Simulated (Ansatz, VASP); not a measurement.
# Two plane-wave programs on Si5F

```
Si F
1.0
     4.46504    0.00000    0.00000
    -2.23252    3.86683    0.00000
     0.00000    0.00000    4.79318
Si F
5 1
Direct
  0.00000 0.33177 0.00000
  0.66823 0.66823 0.00000
  0.33177 0.00000 0.00000
  0.66667 0.33333 0.50000
  0.33333 0.66667 0.50000
  0.00000 0.00000 0.50000
```

Change from the starting cell: species swapped into the MgCd5 type (P-62m, No. 189).

Alike in both runs: task single point; functional PBE; k mesh 6 × 6 × 4; occupations gaussian, width 0.1 eV; no spin polarisation.

|  | VASP | Ansatz |
| --- | --- | --- |
| version | VASP 6.6.1 | Ansatz 0.2.0 |
| potentials or method | VASP PAW PBE potentials, release 64 (Si, F), cutoff 520 eV | scalar-relativistic, plane waves, PAW |
| valence electrons in the cell | 27 | 27 |

Ansatz gave:

```
gap on the k mesh at the Fermi level (eV)                     : none
pressure (GPa)                                                : 3.5
traceless stress, the component that is largest in VASP (GPa) : -4.89
rms of the force components (eV/Å)                            : 0.198
```

Problem. Which values does VASP return?

Solution. gap on the k mesh at the Fermi level (eV): none; pressure (GPa): 3.4; traceless stress, the component that is largest in VASP (GPa): -4.86; rms of the force components (eV/Å): 0.198.

Atom by atom the forces differ by 0.000 eV/Å (rms over components). A gap of «none» marks a metal or a gap that the smearing closes.
